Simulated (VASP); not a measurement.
C8O, 9 atoms in the cell. The cell holds a slab with vacuum, 9 atoms: a = 2.465 Å, b = 2.465 Å, c = 29.108 Å, α = 90.00°, β = 90.00°, γ = 120.00°. 

- Program: VASP 6.6.1
- Task: single point
- Functional: PBE
- Dispersion: D3(BJ)
- Potentials or basis: VASP PAW PBE potentials, release 64 (C, O)
- Cutoff: 520 eV
- k mesh: 12 × 12 × 1
- Occupations: gaussian, width 0.1 eV
- Spin: no spin polarisation
- Dipole correction: yes
- Further INCAR settings: ALGO = Normal; EDIFF = 1e-07; NBANDS = 29

Potentials or basis: VASP PAW PBE potentials, release 64 (C, O).

The run is started by

```sh
$ cat potpaw_PBE.64/C/POTCAR potpaw_PBE.64/O/POTCAR > POTCAR
$ mpirun -np 1 vasp_std > vasp.out
```

Hardware: 1 thread of AMD EPYC 9R45 96-Core Processor (Zen 5), with other jobs on the host.

Problem. Estimate the wall time of this run.

Solution. Run time: 4.4 min on 1 thread of AMD EPYC 9R45 96-Core Processor (Zen 5), with other jobs on the host, peak memory 0.38 GiB. Counts: scf iterations 31, k points 74.
